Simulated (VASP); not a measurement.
A run of VASP 6.6.1 is set up as follows.

Contents of INCAR:

```
SYSTEM = W
PREC     = Accurate       ! precision mode
ENCUT    = 500            ! plane-wave cutoff, eV
EDIFF    = 1E-6           ! SCF threshold, eV
ISMEAR   = 0              ! smearing method
SIGMA    = 0.1            ! smearing width, eV
LREAL    = .False.        ! projectors in reciprocal space
LASPH    = .True.         ! aspherical terms in the spheres
NELM     = 120            ! most SCF steps
ALGO     = Normal         ! electronic algorithm
ISIF     = 2              ! what is computed and relaxed
LWAVE    = .False.        ! write WAVECAR
LCHARG   = .False.        ! write CHGCAR
NBANDS   = 13             ! bands
GGA_COMPAT= .False.
```

KPOINTS

```
regular mesh
0
Gamma
  8 8 8
  0 0 0
```

Contents of POSCAR:

```
W
1.0
   -1.5689656086      1.5689656086      1.5689656086
    1.5689656086     -1.5689656086      1.5689656086
    1.5689656086      1.5689656086     -1.5689656086
W
1
Direct
    0.0000000000      0.0000000000      0.0000000000
```

Potentials or basis: VASP PAW LDA potentials, release 64 (W_sv).

Run with:

```sh
$ cat potpaw_LDA.64/W_sv/POTCAR > POTCAR
$ mpirun -np 1 vasp_std > vasp.out
```

Task: What does it give for the band gap on the k mesh?

Result: Zero (band 7 reaches 17.03 eV, above the bottom of band 8 at 10.39 eV).

Task: What does it give for the pressure?

Result: 1.9 GPa.

Caveat: spin-orbit coupling is left out, which moves the levels of the heavy elements.
